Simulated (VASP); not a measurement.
# Co (P6/mmm) in VASP: a series of runs, part 2 of 2

VASP 6.6.1. Earlier steps stand in the parts before.

### 3 Single point, PBE, collinear spin, ferromagnetic start

This run uses another cell than the first one: it holds 3 atoms, not 1.

INCAR

```
SYSTEM = Co
PREC = Accurate
ENCUT = 520
EDIFF = 1E-7
ISMEAR = -1
SIGMA = 0.05
LREAL = .False.
LASPH = .True.
NELM = 150
ALGO = Normal
ISIF = 2
LWAVE = .False.
LCHARG = .False.
ISPIN = 2
MAGMOM = 1.7 1.7 1.7
LORBIT = 11
LMAXMIX = 4
GGA = PE
NBANDS = 24
```

KPOINTS

```
Automatic mesh
0
Gamma
  10 10 14
  0 0 0
```

POSCAR

```
Co
1.0
    3.7134784111      0.0000000000      0.0000000000
   -1.8567392056      3.2159666404      0.0000000000
    0.0000000000      0.0000000000      2.2631655990
Co
3
Direct
    0.0000000000      0.0000000000      0.0000000000
    0.3333333333      0.6666666667      0.5000000000
    0.6666666667      0.3333333333      0.5000000000
```

Potentials or basis: VASP PAW PBE potentials, release 64 (Co).

Command:

```bash
> cat potpaw_PBE.64/Co/POTCAR > POTCAR
> mpirun -np 1 vasp_std > vasp.out
```

OUTCAR:

```text
SYSTEM = Co
   PREC = Accurate
   ENCUT = 520
   EDIFF = 1E-7
   ISMEAR = -1
   LREAL = .False.
   LASPH = .True.
   NELM = 150
   ISIF = 2
   ISPIN = 2
   LORBIT = 11
   GGA = PE

 ion  position               nearest neighbor table
   1  0.000  0.000  0.000-   2 2.42   3 2.42   2 2.42   3 2.42   3 2.42   3 2.42   2 2.42   2 2.42
                             3 2.42   3 2.42   2 2.42   2 2.42
   2  0.333  0.667  0.500-   3 2.14   3 2.14   3 2.14   1 2.42   1 2.42   1 2.42   1 2.42   1 2.42
                             1 2.42   3 3.12   3 3.12   3 3.12   3 3.12   3 3.12   3 3.12
   3  0.667  0.333  0.500-   2 2.14   2 2.14   2 2.14   1 2.42   1 2.42   1 2.42   1 2.42   1 2.42
                             1 2.42   2 3.12   2 3.12   2 3.12   2 3.12   2 3.12   2 3.12

  LATTYP: Found a hexagonal cell.
 ALAT       =     3.7134784111
 C/A-ratio  =     0.6094462788

  Lattice vectors:

 A1 = (   3.7134784111,   0.0000000000,   0.0000000000)
 A2 = (  -1.8567392056,   3.2159666404,   0.0000000000)
 A3 = (   0.0000000000,   0.0000000000,   2.2631655990)

Analysis of symmetry for initial positions (statically):
=====================================================================
 Subroutine PRICEL returns:
 Original cell was already a primitive cell.

 Routine SETGRP: Setting up the symmetry group for a
 hexagonal supercell.

 Subroutine GETGRP returns: Found 24 space group operations
 (whereof 24 operations were pure point group operations)
 out of a pool of 24 trial point group operations.

The static configuration has the point symmetry D_6h.

Analysis of symmetry for dynamics (positions and initial velocities):
=====================================================================
 Subroutine PRICEL returns:
 Original cell was already a primitive cell.

 Routine SETGRP: Setting up the symmetry group for a
 hexagonal supercell.

 Subroutine GETGRP returns: Found 24 space group operations
 (whereof 24 operations were pure point group operations)
 out of a pool of 24 trial point group operations.

The dynamic configuration has the point symmetry D_6h.

Analysis of structural, dynamic, and magnetic symmetry:
=====================================================================
 Subroutine PRICEL returns:
 Original cell was already a primitive cell.

 Routine SETGRP: Setting up the symmetry group for a
 hexagonal supercell.

 Subroutine GETGRP returns: Found 24 space group operations
 (whereof 24 operations were pure point group operations)
 out of a pool of 24 trial point group operations.

The overall configuration has the point symmetry D_6h.

 Subroutine INISYM returns: Found 24 space group operations
 (whereof 24 operations are pure point group operations),
 and found     1 'primitive' translations

----------------------------------------------------------------------------------------

                                     Primitive cell

  volume of cell :      27.0277

  direct lattice vectors                    reciprocal lattice vectors
     3.713478411  0.000000000  0.000000000     0.269289299  0.155474250  0.000000000
    -1.856739206  3.215966640  0.000000000     0.000000000  0.310948499  0.000000000
     0.000000000  0.000000000  2.263165599     0.000000000  0.000000000  0.441858961

  length of vectors
     3.713478411  3.713478411  2.263165599     0.310948499  0.310948499  0.441858961

[... 80 lines left out ...]
   ENCUT  =  520.0 eV  38.22 Ry    6.18 a.u.   6.90  6.90  4.21*2*pi/ulx,y,z
   NELM   =    150;   NELMIN=  2; NELMDL= -5     # of ELM steps
   EDIFF  = 0.1E-06   stopping-criterion for ELM
   LREAL  =      F    real-space projection
   EDIFFG = 0.1E-05   stopping-criterion for IOM
   NSW    =      0    number of steps for IOM
   IBRION =     -1    ionic relax: 0-MD 1-quasi-New 2-CG
   NFREE  =      0    steps in history (QN), initial steepest desc. (CG)
   ISIF   =      2    stress and relaxation
   ISYM   =      2    0-nonsym 1-usesym 2-fastsym
   POTIM  = 0.5000    time-step for ionic-motion
   TEBEG  =    0.0;   TEEND  =   0.0 temperature during run
   PSTRESS=    0.0 pullay stress
   NELECT =      27.0000    total number of electrons
   NUPDOWN=      -1.0000    fix difference up-down
   EMIN   =  10.00;   EMAX   =-10.00  energy-range for DOS
   EFERMI =   0.00;   METHOD = LEGACY
   ISMEAR =    -1;   SIGMA  =   0.05  broadening in eV -4-tet -1-fermi 0-gaus
   EFERMI_NEDOS =   21; number of points for ismear=-14 and -15
   IALGO  =     38    algorithm
   IMIX   =      4    mixing-type and parameters
     AMIX     =   0.40;   BMIX     =  1.00
     AMIX_MAG =   1.60;   BMIX_MAG =  1.00
  volume/ion in A,a.u.               =       9.01        60.80
  Fermi-wavevector in a.u.,A,eV,Ry     =   1.636540  3.092611 36.439961  2.678262
  Thomas-Fermi vector in A             =   2.727829
   LORBIT       =     11    0 simple, 1 ext, 2 COOP (PROOUT), +10 PAW based schemes
   GGA     = PE    functional components
   LHFCALC =     F    Hartree Fock is set to
   AEXX    =    0.0000 exact exchange contribution
   IVDW    =     0    specifies the selected vdW correction
   LEPSILON=     F    determine dielectric tensor
   LRPA    =     F    only Hartree local field effects (RPA)
 spin polarized calculation
  energy-cutoff  :      520.00
  volume of cell :       27.03
 maximum number of plane-waves:       741
 NGX is ok and might be reduce to    28

 number of electron      26.9999992 magnetization       4.2880230

 Free energy of the ion-electron system (eV)
  ---------------------------------------------------
  ext. energy  EPLUGINS =         0.00000000
  ---------------------------------------------------
  free energy    TOTEN  =       -19.85858206 eV

  energy without entropy =      -19.83812249  energy(sigma->0) =      -19.84835227

 E-fermi :  13.3349     XC(G=0): -14.5279

 val. band max:       13.3320944686   @ k =   0.3000  -0.0000   0.3571
 cond. band min:      13.3361664569   @ k =   0.3000   0.2000   0.0000
 fundamental gap:      0.0040719883
 Fermi energy:        13.3349339649

 spin component 1

 k-point     1 :       0.0000    0.0000    0.0000
  band No.  band energies     occupation
      1       3.1267      1.00000
      2       7.5974      1.00000
      3       9.2379      1.00000
      4       9.2379      1.00000
      5       9.2853      1.00000
      6       9.2853      1.00000
[... 637 lines left out ...]
     23      34.2078      0.00000
     24      34.6447      0.00000

 [... further k-points ...]

 spin component 2

 k-point     1 :       0.0000    0.0000    0.0000
  band No.  band energies     occupation
      1       3.1875      1.00000
      2       8.5298      1.00000
      3      10.2352      1.00000
      4      10.2352      1.00000
      5      10.2369      1.00000
      6      10.2369      1.00000
[... 637 lines left out ...]
     23      34.3952      0.00000
     24      34.9385      0.00000

 [... further k-points ...]

------------------------ aborting loop because EDIFF is reached ----------------------------------------

  FORCE on cell =-STRESS in cart. coord.  units (eV):
  Direction    XX          YY          ZZ          XY          YZ          ZX
  --------------------------------------------------------------------------------------
  -------------------------------------------------------------------------------------
  Total       10.9131269     10.9131269     10.9717741     -0.0000000     -0.0000000      0.0000000
  in kB      646.9206541    646.9206541    650.3972073     -0.0000000     -0.0000000      0.0000000
  external PRESSURE =     648.0795052 kB  Pullay stress =       0.0000000 kB

 VOLUME and BASIS-vectors are now :
 -----------------------------------------------------------------------------
  energy-cutoff  :      520.00
  volume of cell :       27.03
      direct lattice vectors                 reciprocal lattice vectors
     3.713478411  0.000000000  0.000000000     0.269289299  0.155474250  0.000000000
    -1.856739206  3.215966640  0.000000000     0.000000000  0.310948499  0.000000000
     0.000000000  0.000000000  2.263165599     0.000000000  0.000000000  0.441858961

 POSITION                                       TOTAL-FORCE (eV/Angst)
 -----------------------------------------------------------------------------------
      0.00000      0.00000      0.00000        -0.000000      0.000000      0.000000
     -0.00000      2.14398      1.13158        -0.000000      0.000000      0.000000
      1.85674      1.07199      1.13158         0.000000     -0.000000     -0.000000
 -----------------------------------------------------------------------------------
    total drift:                                0.000000      0.000000     -0.000000

  FREE ENERGIE OF THE ION-ELECTRON SYSTEM (eV)
  ---------------------------------------------------
  free  energy   TOTEN  =       -19.8585820560 eV

  energy  without entropy=      -19.8381224868  energy(sigma->0) =      -19.84835227

 total charge

# of ion       s       p       d       tot
------------------------------------------
    1        0.558   0.689   7.410   8.657
    2        0.593   0.717   7.454   8.764
    3        0.593   0.717   7.454   8.764
--------------------------------------------------
tot          1.744   2.123  22.319  26.186

 magnetization (x)

# of ion       s       p       d       tot
------------------------------------------
    1       -0.008  -0.051   1.504   1.445
    2       -0.010  -0.043   1.450   1.398
    3       -0.010  -0.043   1.450   1.398
--------------------------------------------------
tot         -0.028  -0.136   4.405   4.240
```

stdout:

```text
POSCAR found type information on POSCAR Co
 POSCAR found :  1 types and       3 ions
 scaLAPACK will be used
 LDA part: xc-table for (Slater+PW92), standard interpolation
 POSCAR, INCAR and KPOINTS ok, starting setup
 FFT: planning ... GRIDC
 FFT: planning ... GRID_SOFT
 FFT: planning ... GRID
 WAVECAR not read
 entering main loop
```

Wall time 75 s (1 thread of Intel Xeon 6975P-C (Granite Rapids), shared host); peak memory 0.22 GiB.

What came out:

```yaml
Free_energy: -19.8586 eV
Pressure: 64.8 GPa
Net_moment: 4.29 μB per cell
Site_moments: Co +1.45, +1.40 (each value once) μB
Valence_electrons_inside_the_program's_atomic_spheres: Co 8.66, 8.76 (each value once)
```

Stress tensor (GPa, compression positive):
```
64.69  0.00  0.00
 0.00 64.69  0.00
 0.00  0.00 65.04
```

Caveat: the cell stands under pressure.

### 4 Single point, PBE, collinear spin, ferromagnetic start

This run uses another cell than the first one: it holds 3 atoms, not 1.

INCAR

```
SYSTEM = Co
PREC     = Accurate       ! precision mode
ENCUT    = 520            ! plane-wave cutoff, eV
EDIFF    = 1E-7           ! SCF threshold, eV
ISMEAR   = -1             ! smearing method
SIGMA    = 0.05           ! smearing width, eV
LREAL    = .False.        ! projectors in reciprocal space
LASPH    = .True.         ! aspherical terms in the spheres
NELM     = 150            ! most SCF steps
ALGO     = Normal         ! electronic algorithm
ISIF     = 2              ! what is computed and relaxed
LWAVE    = .False.        ! write WAVECAR
LCHARG   = .False.        ! write CHGCAR
ISPIN    = 2              ! spin polarisation
MAGMOM   = 1.7 1.7 1.7    ! initial moments
LORBIT   = 11             ! projections on sites
LMAXMIX  = 4              ! l up to which the mixer works
GGA      = PE             ! functional
NBANDS   = 24             ! bands
```

KPOINTS

```
regular mesh
0
Gamma
  10 10 14
  0 0 0
```

POSCAR

```
Co
1.0
    3.7129880588      0.0000000000      0.0000000000
   -1.8564940294      3.2155419828      0.0000000000
    0.0000000000      0.0000000000      2.2627358511
Co
3
Direct
    0.0000000000      0.0000000000      0.0000000000
    0.3333333333      0.6666666667      0.5000000000
    0.6666666667      0.3333333333      0.5000000000
```

Command:

```bash
> cat potpaw_PBE.64/Co/POTCAR > POTCAR
> mpirun -np 1 vasp_std > vasp.out
```

It took 75 s on 1 thread of Intel Xeon 6975P-C (Granite Rapids), shared host; peak memory 0.22 GiB.

It converged, with:

- Free energy: -19.8536 eV
- Pressure: 65.0 GPa
- Net moment: 4.29 μB per cell
- Site moments: Co +1.44, +1.40 (each value once) μB
- Valence electrons inside the program's atomic spheres: Co 8.66, 8.77 (each value once)

Stress tensor (GPa, compression positive):
```
64.90  0.00  0.00
 0.00 64.90  0.00
 0.00  0.00 65.27
```

Levels at points of the mesh, in eV from the Fermi level:
Spin up:
```csv
k point,band 12,band 13,band 14,band 15,band 16,band 17,band 18,band 19,band 20,band 21
"(0.00, 0.00, 0.00)",-2.15,-1.96,-1.96,-0.37,-0.37,7.56,7.56,7.58,7.58,11.02
"(0.50, 0.00, 0.00)",-0.97,-0.88,-0.83,-0.73,-0.43,-0.20,0.08,8.59,17.71,18.03
"(0.00, 0.00, 0.50)",-0.92,-0.50,-0.50,0.39,1.52,2.67,11.44,12.14,12.14,13.01
"(0.50, 0.00, 0.50)",-1.01,-0.84,-0.39,0.09,2.00,2.66,6.44,7.71,10.32,11.52
```
Spin down:
| k point | band 9 | band 10 | band 11 | band 12 | band 13 | band 14 |
| --- | --- | --- | --- | --- | --- | --- |
| (0.00, 0.00, 0.00) | -1.18 | -1.18 | -0.39 | -0.39 | -0.33 | -0.33 |
| (0.50, 0.00, 0.00) | -1.22 | -0.24 | -0.19 | 0.11 | 0.57 | 0.97 |
| (0.00, 0.00, 0.50) | -1.27 | -1.27 | 0.84 | 0.84 | 1.13 | 1.13 |
| (0.50, 0.00, 0.50) | -1.17 | -0.85 | -0.22 | 0.50 | 0.97 | 1.35 |

Caveat: the cell stands under pressure.
